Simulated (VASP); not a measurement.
A run of VASP 6.6.1:

Contents of INCAR:

```
SYSTEM = Fe
PREC = Accurate
ENCUT = 520
EDIFF = 1E-6
ISMEAR = 0
SIGMA = 0.1
LREAL = .FALSE.
LASPH = .TRUE.
NELM = 150
ALGO = Fast
ISIF = 2
LWAVE = .FALSE.
LCHARG = .TRUE.
ISPIN = 2
MAGMOM = 4
LORBIT = 11
LMAXMIX = 4
GGA = PS
LELF = .TRUE.
LVHAR = .TRUE.
NBANDS = 14
```

KPOINTS

```
Automatic mesh
0
G
  8 8 8
  0 0 0
```

File POSCAR:

```
Fe
1.0
   -1.7826234202      1.7826234202      1.7826234202
    1.7826234202     -1.7826234202      1.7826234202
    1.7826234202      1.7826234202     -1.7826234202
Fe
1
Direct
    0.0000000000      0.0000000000      0.0000000000
```

Potentials or basis: VASP PAW PBE potentials, release 64 (Fe).

Run with:

```sh
$ cat potpaw_PBE.64/Fe/POTCAR > POTCAR
$ mpirun -np 1 vasp_std > vasp.out
```

Hardware: 1 thread of Intel(R) Xeon(R) 6975P-C (Granite Rapids), on a shared host.

Task: Estimate the wall time of this run.

Result: Wall time 8.2 s on 1 thread of Intel(R) Xeon(R) 6975P-C (Granite Rapids) (shared host), peak memory 0.15 GiB. Counts: scf iterations 16, k points 29.
